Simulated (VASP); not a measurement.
# InAs (Fm-3m) in VASP: a series of runs

Aim: see how the results for InAs move with the level of theory and the settings. Levels: PBEsol, LDA, r2SCAN. Tasks: single point.

Program: VASP 6.6.1. These are calculated values, not measurements. Logs are shortened: lines on timing, memory, paths and dates and some standing lists are left out, and cuts for length are marked.

## 1. The cell of the first run

Symmetry: Fm-3m, No. 225, cubic system. The conventional cell has a = 5.755 Å, b = 5.755 Å, c = 5.755 Å, α = 90.00°, β = 90.00°, γ = 90.00°. Within 3.8 Å of In (site symmetry m-3m) lie 6 As at 2.88 Å. Within 3.8 Å of As (site symmetry m-3m) lie 6 In at 2.88 Å.

## 2. Single point, PBEsol

INCAR reads:

```
SYSTEM = InAs
PREC     = Accurate       ! precision mode
ENCUT    = 500            ! plane-wave cutoff, eV
EDIFF    = 1E-6           ! SCF threshold, eV
ISMEAR   = -1             ! smearing method
SIGMA    = 0.1            ! smearing width, eV
LREAL    = .FALSE.        ! projectors in reciprocal space
LASPH    = .TRUE.         ! aspherical terms in the spheres
NELM     = 120            ! most SCF steps
ALGO     = Normal         ! electronic algorithm
ISIF     = 2              ! what is computed and relaxed
LWAVE    = .FALSE.        ! write WAVECAR
LCHARG   = .FALSE.        ! write CHGCAR
GGA      = PS             ! functional
NBANDS   = 16             ! bands
GGA_COMPAT= .FALSE.
```

KPOINTS reads:

```
regular mesh
0
G
  7 7 7
  0 0 0
```

POSCAR reads:

```
InAs
1.0
    0.0000000000      2.8773040000      2.8773040000
    2.8773040000      0.0000000000      2.8773040000
    2.8773040000      2.8773040000      0.0000000000
In As
1 1
Direct
    0.5000000000      0.5000000000      0.5000000000
    0.0000000000      0.0000000000      0.0000000000
```

Potentials or basis: VASP PAW PBE potentials, release 64 (In_d, As).

The run is started by

```sh
$ cat potpaw_PBE.64/In_d/POTCAR potpaw_PBE.64/As/POTCAR > POTCAR
$ mpirun -np 1 vasp_std > vasp.out
```

OUTCAR:

```text
SYSTEM = InAs
   PREC = Accurate
   ENCUT = 500
   EDIFF = 1E-6
   ISMEAR = -1
   LREAL = .FALSE.
   LASPH = .TRUE.
   NELM = 120
   ISIF = 2
   GGA = PS

 ion  position               nearest neighbor table
   1  0.500  0.500  0.500-   2 2.88   2 2.88   2 2.88   2 2.88   2 2.88   2 2.88
   2  0.000  0.000  0.000-   1 2.88   1 2.88   1 2.88   1 2.88   1 2.88   1 2.88

  LATTYP: Found a face centered cubic cell.
 ALAT       =     5.7546080000

  Lattice vectors:

 A1 = (   0.0000000000,   2.8773040000,   2.8773040000)
 A2 = (   2.8773040000,   0.0000000000,   2.8773040000)
 A3 = (   2.8773040000,   2.8773040000,   0.0000000000)

Analysis of symmetry for initial positions (statically):
=====================================================================
 Subroutine PRICEL returns:
 Original cell was already a primitive cell.

 Routine SETGRP: Setting up the symmetry group for a
 face centered cubic supercell.

 Subroutine GETGRP returns: Found 48 space group operations
 (whereof 48 operations were pure point group operations)
 out of a pool of 48 trial point group operations.

The static configuration has the point symmetry O_h .

Analysis of symmetry for dynamics (positions and initial velocities):
=====================================================================
 Subroutine PRICEL returns:
 Original cell was already a primitive cell.

 Routine SETGRP: Setting up the symmetry group for a
 face centered cubic supercell.

 Subroutine GETGRP returns: Found 48 space group operations
 (whereof 48 operations were pure point group operations)
 out of a pool of 48 trial point group operations.

The dynamic configuration has the point symmetry O_h .

 Subroutine INISYM returns: Found 48 space group operations
 (whereof 48 operations are pure point group operations),
 and found     1 'primitive' translations

----------------------------------------------------------------------------------------

                                     Primitive cell

  volume of cell :      47.6417

  direct lattice vectors                    reciprocal lattice vectors
     0.000000000  2.877304000  2.877304000    -0.173773783  0.173773783  0.173773783
     2.877304000  0.000000000  2.877304000     0.173773783 -0.173773783  0.173773783
     2.877304000  2.877304000  0.000000000     0.173773783  0.173773783 -0.173773783

  length of vectors
     4.069122340  4.069122340  4.069122340     0.300985021  0.300985021  0.300985021

  position of ions in fractional coordinates (direct lattice)
     0.500000000  0.500000000  0.500000000
     0.000000000  0.000000000  0.000000000

  ion indices of the primitive-cell ions
   primitive index   ion index
                 1           1
                 2           2

----------------------------------------------------------------------------------------

 KPOINTS: regular mesh

Automatic generation of k-mesh.
 Grid dimensions read from file:
 generate k-points for:    7    7    7

 Generating k-lattice:

  Cartesian coordinates                     Fractional coordinates (reciprocal lattice)
    -0.024824826  0.024824826  0.024824826     0.142857143  0.000000000  0.000000000
     0.024824826 -0.024824826  0.024824826     0.000000000  0.142857143  0.000000000
     0.024824826  0.024824826 -0.024824826     0.000000000  0.000000000  0.142857143

  Length of vectors
     0.042997860  0.042997860  0.042997860

  Shift w.r.t. Gamma in fractional coordinates (k-lattice)
     0.000000000  0.000000000  0.000000000

 Subroutine IBZKPT returns following result:
 ===========================================

 Found     20 irreducible k-points:

 Following reciprocal coordinates:
            Coordinates               Weight
  0.000000  0.000000  0.000000      1.000000
  0.142857  0.000000  0.000000      8.000000
  0.285714  0.000000  0.000000      8.000000
  0.428571  0.000000  0.000000      8.000000
  0.142857  0.142857  0.000000      6.000000
  0.285714  0.142857  0.000000     24.000000
[... 12 lines left out ...]
 -0.428571  0.428571  0.142857     24.000000
 -0.285714  0.428571  0.142857     24.000000
   k-points           NKPTS =     20   k-points in BZ     NKDIM =     20   number of bands    NBANDS=     16
   number of dos      NEDOS =    301   number of ions     NIONS =      2
   total plane-waves  NPLWV =  27000
   dimension x,y,z NGX =    30 NGY =   30 NGZ =   30
   dimension x,y,z NGXF=    60 NGYF=   60 NGZF=   60
   ions per type =               1   1
   NGX,Y,Z   is equivalent  to a cutoff of  12.26, 12.26, 12.26 a.u.
   NGXF,Y,Z  is equivalent  to a cutoff of  24.51, 24.51, 24.51 a.u.
 SYSTEM =  InAs
   PREC   = accura    normal or accurate (medium, high low for compatibility)
   ISTART =      0    job   : 0-new  1-cont  2-samecut
   ICHARG =      2    charge: 1-file 2-atom 10-const
   ISPIN  =      1    spin polarized calculation?
   LNONCOLLINEAR =      F non collinear calculations
   LSORBIT =      F    spin-orbit coupling
   LASPH  =      T    aspherical Exc in radial PAW
   ENCUT  =  500.0 eV  36.75 Ry    6.06 a.u.   7.42  7.42  7.42*2*pi/ulx,y,z
   NELM   =    120;   NELMIN=  2; NELMDL= -5     # of ELM steps
   EDIFF  = 0.1E-05   stopping-criterion for ELM
   LREAL  =      F    real-space projection
   EDIFFG = 0.1E-04   stopping-criterion for IOM
   NSW    =      0    number of steps for IOM
   IBRION =     -1    ionic relax: 0-MD 1-quasi-New 2-CG
   NFREE  =      0    steps in history (QN), initial steepest desc. (CG)
   ISIF   =      2    stress and relaxation
   ISYM   =      2    0-nonsym 1-usesym 2-fastsym
   POTIM  = 0.5000    time-step for ionic-motion
   TEBEG  =    0.0;   TEEND  =   0.0 temperature during run
   PSTRESS=    0.0 pullay stress
   NELECT =      18.0000    total number of electrons
   NUPDOWN=      -1.0000    fix difference up-down
   EMIN   =  10.00;   EMAX   =-10.00  energy-range for DOS
   EFERMI =   0.00;   METHOD = LEGACY
   ISMEAR =    -1;   SIGMA  =   0.10  broadening in eV -4-tet -1-fermi 0-gaus
   EFERMI_NEDOS =   21; number of points for ismear=-14 and -15
   IALGO  =     38    algorithm
   IMIX   =      4    mixing-type and parameters
     AMIX     =   0.40;   BMIX     =  1.00
     AMIX_MAG =   1.60;   BMIX_MAG =  1.00
  volume/ion in A,a.u.               =      23.82       160.75
  Fermi-wavevector in a.u.,A,eV,Ry     =   1.183505  2.236499 19.057448  1.400683
  Thomas-Fermi vector in A             =   2.319738
   LORBIT       =      0    0 simple, 1 ext, 2 COOP (PROOUT), +10 PAW based schemes
   GGA     = PS    functional components
   LHFCALC =     F    Hartree Fock is set to
   AEXX    =    0.0000 exact exchange contribution
   IVDW    =     0    specifies the selected vdW correction
   LEPSILON=     F    determine dielectric tensor
   LRPA    =     F    only Hartree local field effects (RPA)
 non-spin polarized calculation
  energy-cutoff  :      500.00
  volume of cell :       47.64
 maximum number of plane-waves:      1243
 NGX is ok and might be reduce to    30
   NGX = 15   NGY = 15   NGZ = 15

 number of electron      18.0000002 magnetization

 Free energy of the ion-electron system (eV)
  ---------------------------------------------------
  ext. energy  EPLUGINS =         0.00000000
  ---------------------------------------------------
  free energy    TOTEN  =        -8.21764261 eV

  energy without entropy =       -8.18415607  energy(sigma->0) =       -8.20089934

 E-fermi :   5.8290     XC(G=0): -10.2508

 val. band max:        5.7482854788   @ k =   0.2857   0.0000   0.0000
 cond. band min:       5.9301146127   @ k =   0.4286   0.0000   0.0000
 fundamental gap:      0.1818291339
 Fermi energy:         5.8289508215

 k-point     1 :       0.0000    0.0000    0.0000
  band No.  band energies     occupation
      1      -8.4414      2.00000
      2      -8.4414      2.00000
      3      -8.4196      2.00000
      4      -8.4196      2.00000
      5      -8.4196      2.00000
      6      -6.3393      2.00000
[... 8 lines left out ...]
     15      13.2207      0.00000
     16      13.2207      0.00000

 k-point     2 :       0.1429    0.0000    0.0000
  band No.  band energies     occupation
      1      -8.4496      2.00000
      2      -8.4496      2.00000
      3      -8.4200      2.00000
      4      -8.4104      2.00000
      5      -8.4104      2.00000
      6      -6.1203      2.00000
[... 8 lines left out ...]
     15      13.5518      0.00000
     16      13.5518      0.00000

 k-point     3 :       0.2857    0.0000    0.0000
  band No.  band energies     occupation
      1      -8.4711      2.00000
      2      -8.4711      2.00000
      3      -8.4225      2.00000
      4      -8.3864      2.00000
      5      -8.3864      2.00000
      6      -5.5139      2.00000
[... 8 lines left out ...]
     15      14.8915      0.00000
     16      14.8915      0.00000

 k-point     4 :       0.4286    0.0000    0.0000
  band No.  band energies     occupation
      1      -8.4889      2.00000
      2      -8.4889      2.00000
      3      -8.4255      2.00000
      4      -8.3665      2.00000
      5      -8.3665      2.00000
      6      -4.8043      2.00000
[... 8 lines left out ...]
     15      16.8790      0.00000
     16      16.8790      0.00000
[... 248 lines left out ...]
 k-point    18 :      -0.4286    0.2857    0.1429
  band No.  band energies     occupation
      1      -8.5792      2.00000
      2      -8.4623      2.00000
      3      -8.4123      2.00000
      4      -8.3853      2.00000
      5      -8.3568      2.00000
      6      -4.2783      2.00000
[... 8 lines left out ...]
     15      16.0618      0.00000
     16      17.8733      0.00000

 k-point    19 :      -0.4286    0.4286    0.1429
  band No.  band energies     occupation
      1      -8.6546      2.00000
      2      -8.4359      2.00000
      3      -8.4328      2.00000
      4      -8.3650      2.00000
      5      -8.3438      2.00000
      6      -3.9581      2.00000
[... 8 lines left out ...]
     15      17.4290      0.00000
     16      19.6733      0.00000

 k-point    20 :      -0.2857    0.4286    0.1429
  band No.  band energies     occupation
      1      -8.6303      2.00000
      2      -8.4504      2.00000
      3      -8.4120      2.00000
      4      -8.3887      2.00000
      5      -8.3440      2.00000
      6      -3.8544      2.00000
[... 8 lines left out ...]
     15      16.4558      0.00000
     16      19.2636      0.00000

------------------------ aborting loop because EDIFF is reached ----------------------------------------

  FORCE on cell =-STRESS in cart. coord.  units (eV):
  Direction    XX          YY          ZZ          XY          YZ          ZX
  --------------------------------------------------------------------------------------
  -------------------------------------------------------------------------------------
  Total       -0.9501971     -0.9501971     -0.9501971      0.0000000      0.0000000      0.0000000
  in kB      -31.9548694    -31.9548694    -31.9548694      0.0000000      0.0000000      0.0000000
  external PRESSURE =     -31.9548694 kB  Pullay stress =       0.0000000 kB

 VOLUME and BASIS-vectors are now :
 -----------------------------------------------------------------------------
  energy-cutoff  :      500.00
  volume of cell :       47.64
      direct lattice vectors                 reciprocal lattice vectors
     0.000000000  2.877304000  2.877304000    -0.173773783  0.173773783  0.173773783
     2.877304000  0.000000000  2.877304000     0.173773783 -0.173773783  0.173773783
     2.877304000  2.877304000  0.000000000     0.173773783  0.173773783 -0.173773783

 POSITION                                       TOTAL-FORCE (eV/Angst)
 -----------------------------------------------------------------------------------
      2.87730      2.87730      2.87730        -0.000000      0.000000     -0.000000
      0.00000      0.00000      0.00000         0.000000     -0.000000      0.000000
 -----------------------------------------------------------------------------------
    total drift:                                0.000000      0.000000      0.000000

  FREE ENERGIE OF THE ION-ELECTRON SYSTEM (eV)
  ---------------------------------------------------
  free  energy   TOTEN  =        -8.2176426056 eV

  energy  without entropy=       -8.1841560711  energy(sigma->0) =       -8.20089934
```

It took 26 s on 1 thread of Intel Xeon 8259CL, shared host; peak memory 0.17 GiB.

Results:

- Free energy: -8.2176 eV
- Pressure: -3.2 GPa
- Band gap on the k mesh: zero (bands 9 and 10 overlap by 2.47 eV)

Caveat: the cell stands under tension; the PAW data sets were made with another functional, which shifts forces and pressure a little; spin-orbit coupling is left out, which moves the levels of the heavy elements.

[end of part 1 of 2]
